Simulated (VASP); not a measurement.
# TaSi4W (P4/mmm) in VASP: notebook

The runs below take TaSi4W through single point, relaxation of cell and atoms, with PBE.

Program: VASP 6.6.1. These are calculated values, not measurements. Logs are shortened: lines on timing, memory, paths and dates and some standing lists are left out, and cuts for length are marked.

## 1. The cell of the first run

Symmetry: P4/mmm, No. 123, tetragonal system. Conventional cell: a = 3.253 Å, b = 3.253 Å, c = 8.053 Å, α = 90.00°, β = 90.00°, γ = 90.00°. Ta (site symmetry 4/mmm) has 10 Si at 2.68 to 2.71 Å and 4 Ta at 3.25 Å within 3.5 Å. Within 3.5 Å of Si (site symmetry 4mm) lie 1 W at 2.65 Å and 9 Si at 2.66 to 3.25 Å and 4 Ta at 2.68 Å. Si (site symmetry 4mm) has 9 Si at 2.63 to 3.25 Å and 4 W at 2.65 Å and 1 Ta at 2.71 Å within 3.5 Å. Within 3.5 Å of W (site symmetry 4/mmm) lie 10 Si at 2.65 Å and 4 W at 3.25 Å.

## 2. Single point, PBE

INCAR reads:

```
SYSTEM = TaSi4W
PREC = Accurate ; ENCUT = 520
EDIFF = 1E-6 ; ISMEAR = 0
SIGMA = 0.2 ; LREAL = .False.
LASPH = .True. ; NELM = 100
ALGO = Normal ; ISIF = 2
LWAVE = .False. ; LCHARG = .False.
GGA = PE ; NBANDS = 30
```

KPOINTS reads:

```
Automatic mesh
0
Gamma
  5 5 2
  0 0 0
```

POSCAR reads:

```
TaSi4W
1.0
    3.2525227124      0.0000000000      0.0000000000
    0.0000000000      3.2525227124      0.0000000000
    0.0000000000      0.0000000000      8.0528498797
Ta Si W
1 4 1
Direct
    0.0000000000      0.0000000000      0.0000000000
    0.5000000000      0.5000000000      0.8290298631
    0.5000000000      0.5000000000      0.1709701369
    0.0000000000      0.0000000000      0.6632575252
    0.0000000000      0.0000000000      0.3367424748
    0.5000000000      0.5000000000      0.5000000000
```

Potentials or basis: VASP PAW PBE potentials, release 64 (Ta_pv, Si, W_sv).

Started as:

```
> cat potpaw_PBE.64/Ta_pv/POTCAR potpaw_PBE.64/Si/POTCAR potpaw_PBE.64/W_sv/POTCAR > POTCAR
> mpirun -np 1 vasp_std > vasp.out
```

OUTCAR:

```text
SYSTEM = TaSi4W
   PREC = Accurate
   ENCUT = 520
   EDIFF = 1E-6
   ISMEAR = 0
   LREAL = .False.
   LASPH = .True.
   NELM = 100
   ISIF = 2
   GGA = PE

 ion  position               nearest neighbor table
   1  0.000  0.000  0.000-   2 2.68   3 2.68   2 2.68   3 2.68   2 2.68   3 2.68   2 2.68   3 2.68
                             4 2.71   5 2.71
   2  0.500  0.500  0.829-   6 2.65   4 2.66   4 2.66   4 2.66   4 2.66   1 2.68   1 2.68   1 2.68
                             1 2.68   3 2.75
   3  0.500  0.500  0.171-   6 2.65   5 2.66   5 2.66   5 2.66   5 2.66   1 2.68   1 2.68   1 2.68
                             1 2.68   2 2.75
   4  0.000  0.000  0.663-   5 2.63   6 2.65   6 2.65   6 2.65   6 2.65   2 2.66   2 2.66   2 2.66
                             2 2.66   1 2.71
   5  0.000  0.000  0.337-   4 2.63   6 2.65   6 2.65   6 2.65   6 2.65   3 2.66   3 2.66   3 2.66
                             3 2.66   1 2.71
   6  0.500  0.500  0.500-   4 2.65   5 2.65   4 2.65   5 2.65   4 2.65   5 2.65   4 2.65   5 2.65
                             2 2.65   3 2.65

  LATTYP: Found a simple tetragonal cell.
 ALAT       =     3.2525227124
 C/A-ratio  =     2.4758781388

  Lattice vectors:

 A1 = (   3.2525227124,   0.0000000000,   0.0000000000)
 A2 = (   0.0000000000,   3.2525227124,   0.0000000000)
 A3 = (   0.0000000000,   0.0000000000,   8.0528498797)

Analysis of symmetry for initial positions (statically):
=====================================================================
 Subroutine PRICEL returns:
 Original cell was already a primitive cell.

 Routine SETGRP: Setting up the symmetry group for a
 simple tetragonal supercell.

 Subroutine GETGRP returns: Found 16 space group operations
 (whereof 16 operations were pure point group operations)
 out of a pool of 16 trial point group operations.

The static configuration has the point symmetry D_4h.

Analysis of symmetry for dynamics (positions and initial velocities):
=====================================================================
 Subroutine PRICEL returns:
 Original cell was already a primitive cell.

 Routine SETGRP: Setting up the symmetry group for a
 simple tetragonal supercell.

 Subroutine GETGRP returns: Found 16 space group operations
 (whereof 16 operations were pure point group operations)
 out of a pool of 16 trial point group operations.

The dynamic configuration has the point symmetry D_4h.

 Subroutine INISYM returns: Found 16 space group operations
 (whereof 16 operations are pure point group operations),
 and found     1 'primitive' translations

----------------------------------------------------------------------------------------

                                     Primitive cell

  volume of cell :      85.1903

  direct lattice vectors                    reciprocal lattice vectors
     3.252522712  0.000000000  0.000000000     0.307453656  0.000000000  0.000000000
     0.000000000  3.252522712  0.000000000     0.000000000  0.307453656  0.000000000
     0.000000000  0.000000000  8.052849880     0.000000000  0.000000000  0.124179640

  length of vectors
     3.252522712  3.252522712  8.052849880     0.307453656  0.307453656  0.124179640

  position of ions in fractional coordinates (direct lattice)
     0.000000000  0.000000000  0.000000000
     0.500000000  0.500000000  0.829029863
     0.500000000  0.500000000  0.170970137
     0.000000000  0.000000000  0.663257525
     0.000000000  0.000000000  0.336742475
     0.500000000  0.500000000  0.500000000

  ion indices of the primitive-cell ions
   primitive index   ion index
                 1           1
                 2           2
                 3           3
                 4           4
                 5           5
                 6           6

----------------------------------------------------------------------------------------

 KPOINTS: Automatic mesh

Automatic generation of k-mesh.
 Grid dimensions read from file:
 generate k-points for:    5    5    2

 Generating k-lattice:

  Cartesian coordinates                     Fractional coordinates (reciprocal lattice)
     0.061490731  0.000000000  0.000000000     0.200000000  0.000000000  0.000000000
     0.000000000  0.061490731  0.000000000     0.000000000  0.200000000  0.000000000
     0.000000000  0.000000000  0.062089820     0.000000000  0.000000000  0.500000000

  Length of vectors
     0.061490731  0.061490731  0.062089820

  Shift w.r.t. Gamma in fractional coordinates (k-lattice)
     0.000000000  0.000000000  0.000000000

 Subroutine IBZKPT returns following result:
 ===========================================

 Found     12 irreducible k-points:

 Following reciprocal coordinates:
            Coordinates               Weight
  0.000000  0.000000  0.000000      1.000000
  0.200000  0.000000  0.000000      4.000000
  0.400000  0.000000  0.000000      4.000000
  0.200000  0.200000  0.000000      4.000000
  0.400000  0.200000  0.000000      8.000000
  0.400000  0.400000  0.000000      4.000000
  0.000000  0.000000  0.500000      1.000000
  0.200000  0.000000  0.500000      4.000000
  0.400000  0.000000  0.500000      4.000000
  0.200000  0.200000  0.500000      4.000000
  0.400000  0.200000  0.500000      8.000000
  0.400000  0.400000  0.500000      4.000000
   k-points           NKPTS =     12   k-points in BZ     NKDIM =     12   number of bands    NBANDS=     30
   number of dos      NEDOS =    301   number of ions     NIONS =      6
   total plane-waves  NPLWV =  34560
   dimension x,y,z NGX =    24 NGY =   24 NGZ =   60
   dimension x,y,z NGXF=    48 NGYF=   48 NGZF=  120
   ions per type =               1   4   1
   NGX,Y,Z   is equivalent  to a cutoff of  12.27, 12.27, 12.39 a.u.
   NGXF,Y,Z  is equivalent  to a cutoff of  24.53, 24.53, 24.77 a.u.
 SYSTEM =  TaSi4W
   PREC   = accura    normal or accurate (medium, high low for compatibility)
   ISTART =      0    job   : 0-new  1-cont  2-samecut
   ICHARG =      2    charge: 1-file 2-atom 10-const
   ISPIN  =      1    spin polarized calculation?
   LNONCOLLINEAR =      F non collinear calculations
   LSORBIT =      F    spin-orbit coupling
   LASPH  =      T    aspherical Exc in radial PAW
   ENCUT  =  520.0 eV  38.22 Ry    6.18 a.u.   6.05  6.05 14.97*2*pi/ulx,y,z
   NELM   =    100;   NELMIN=  2; NELMDL= -5     # of ELM steps
   EDIFF  = 0.1E-05   stopping-criterion for ELM
   LREAL  =      F    real-space projection
   EDIFFG = 0.1E-04   stopping-criterion for IOM
   NSW    =      0    number of steps for IOM
   IBRION =     -1    ionic relax: 0-MD 1-quasi-New 2-CG
   NFREE  =      0    steps in history (QN), initial steepest desc. (CG)
   ISIF   =      2    stress and relaxation
   ISYM   =      2    0-nonsym 1-usesym 2-fastsym
   POTIM  = 0.5000    time-step for ionic-motion
   TEBEG  =    0.0;   TEEND  =   0.0 temperature during run
   PSTRESS=    0.0 pullay stress
   NELECT =      41.0000    total number of electrons
   NUPDOWN=      -1.0000    fix difference up-down
   EMIN   =  10.00;   EMAX   =-10.00  energy-range for DOS
   EFERMI =   0.00;   METHOD = LEGACY
   ISMEAR =     0;   SIGMA  =   0.20  broadening in eV -4-tet -1-fermi 0-gaus
   EFERMI_NEDOS =   21; number of points for ismear=-14 and -15
   IALGO  =     38    algorithm
   IMIX   =      4    mixing-type and parameters
     AMIX     =   0.40;   BMIX     =  1.00
     AMIX_MAG =   1.60;   BMIX_MAG =  1.00
  volume/ion in A,a.u.               =      14.20        95.82
  Fermi-wavevector in a.u.,A,eV,Ry     =   1.282939  2.424403 22.394273  1.645933
  Thomas-Fermi vector in A             =   2.415221
   LORBIT       =      0    0 simple, 1 ext, 2 COOP (PROOUT), +10 PAW based schemes
   GGA     = PE    functional components
   LHFCALC =     F    Hartree Fock is set to
   AEXX    =    0.0000 exact exchange contribution
   IVDW    =     0    specifies the selected vdW correction
   LEPSILON=     F    determine dielectric tensor
   LRPA    =     F    only Hartree local field effects (RPA)
 non-spin polarized calculation
 Gauss-broadening in eV      SIGMA  =   0.20
  energy-cutoff  :      520.00
  volume of cell :       85.19
 maximum number of plane-waves:      2314
   NGX = 13   NGY = 13   NGZ = 29

 number of electron      41.0000000 magnetization

 Free energy of the ion-electron system (eV)
  ---------------------------------------------------
  ext. energy  EPLUGINS =         0.00000000
  ---------------------------------------------------
  free energy    TOTEN  =       -48.73043490 eV

  energy without entropy =      -48.69865407  energy(sigma->0) =      -48.71454448

 E-fermi :  10.0741     XC(G=0): -12.2283

 val. band max:       10.0517543898   @ k =   0.2000   0.0000   0.0000
 cond. band min:      10.4125447462   @ k =   0.0000   0.0000   0.0000
 fundamental gap:      0.3607903564
 Fermi energy:        10.0741446879

 k-point     1 :       0.0000    0.0000    0.0000
  band No.  band energies     occupation
      1     -63.6673      2.00000
      2     -27.8911      2.00000
      3     -27.8807      2.00000
      4     -27.8807      2.00000
      5     -23.9117      2.00000
      6     -23.7266      2.00000
[... 22 lines left out ...]
     29      14.8520      0.00000
     30      15.2641      0.00000

 k-point     2 :       0.2000    0.0000    0.0000
  band No.  band energies     occupation
      1     -63.6652      2.00000
      2     -27.9453      2.00000
      3     -27.8838      2.00000
      4     -27.8746      2.00000
      5     -23.9004      2.00000
      6     -23.8210      2.00000
[... 22 lines left out ...]
     29      15.4935      0.00000
     30      15.9189      0.00000

 k-point     3 :       0.4000    0.0000    0.0000
  band No.  band energies     occupation
      1     -63.6618      2.00000
      2     -28.0483      2.00000
      3     -27.8720      2.00000
      4     -27.8648      2.00000
      5     -23.9703      2.00000
      6     -23.8819      2.00000
[... 286 lines left out ...]
     29      15.1016      0.00000
     30      16.1730      0.00000

 k-point    12 :       0.4000    0.4000    0.5000
  band No.  band energies     occupation
      1     -63.6563      2.00000
      2     -28.0265      2.00000
      3     -28.0249      2.00000
      4     -27.8546      2.00000
      5     -23.9365      2.00000
      6     -23.9336      2.00000
[... 22 lines left out ...]
     29      15.4236      0.00000
     30      15.9884      0.00000

------------------------ aborting loop because EDIFF is reached ----------------------------------------

  FORCE on cell =-STRESS in cart. coord.  units (eV):
  Direction    XX          YY          ZZ          XY          YZ          ZX
  --------------------------------------------------------------------------------------
  -------------------------------------------------------------------------------------
  Total        0.0028057      0.0028057     -0.0206341      0.0000000     -0.0000000     -0.0000000
  in kB        0.0527661      0.0527661     -0.3880668      0.0000000     -0.0000000     -0.0000000
  external PRESSURE =      -0.0941782 kB  Pullay stress =       0.0000000 kB

 VOLUME and BASIS-vectors are now :
 -----------------------------------------------------------------------------
  energy-cutoff  :      520.00
  volume of cell :       85.19
      direct lattice vectors                 reciprocal lattice vectors
     3.252522712  0.000000000  0.000000000     0.307453656  0.000000000  0.000000000
     0.000000000  3.252522712  0.000000000     0.000000000  0.307453656  0.000000000
     0.000000000  0.000000000  8.052849880     0.000000000  0.000000000  0.124179640

 POSITION                                       TOTAL-FORCE (eV/Angst)
 -----------------------------------------------------------------------------------
      0.00000      0.00000      0.00000         0.000000     -0.000000     -0.000000
      1.62626      1.62626      6.67605         0.000000      0.000000     -0.044636
      1.62626      1.62626      1.37680         0.000000     -0.000000      0.044636
      0.00000      0.00000      5.34111         0.000000     -0.000000      0.020675
      0.00000      0.00000      2.71174        -0.000000     -0.000000     -0.020675
      1.62626      1.62626      4.02642         0.000000     -0.000000     -0.000000
 -----------------------------------------------------------------------------------
    total drift:                                0.000000      0.000000     -0.000000

  FREE ENERGIE OF THE ION-ELECTRON SYSTEM (eV)
  ---------------------------------------------------
  free  energy   TOTEN  =       -48.7304348964 eV

  energy  without entropy=      -48.6986540655  energy(sigma->0) =      -48.71454448
```

Wall time 24 s (1 thread of AMD EPYC 7R13 (Zen 3), shared host); peak memory 0.16 GiB.

What came out:

| Quantity | Value |
| --- | --- |
| Free energy | -48.7304 eV |
| Pressure | 0.0 GPa |
| Largest force | 0.045 eV/Å |
| Band gap on the k mesh | zero (an odd number of electrons rules out a gap without spin polarisation) |

Forces on the atoms (eV/Å):
```
Ta   0.000  0.000  0.000
Si   0.000  0.000 -0.045
Si   0.000  0.000  0.045
Si   0.000  0.000  0.021
Si   0.000  0.000 -0.021
W    0.000  0.000  0.000
```

Caveat: the k points lie up to 0.39 Å⁻¹ apart, too coarse for converged energies and pressures of a metal; spin-orbit coupling is left out, which moves the levels of the heavy elements.

(Continued in part 2 of 2.)

The gap in the log of VASP goes by the Fermi energy; the results here count the filled bands.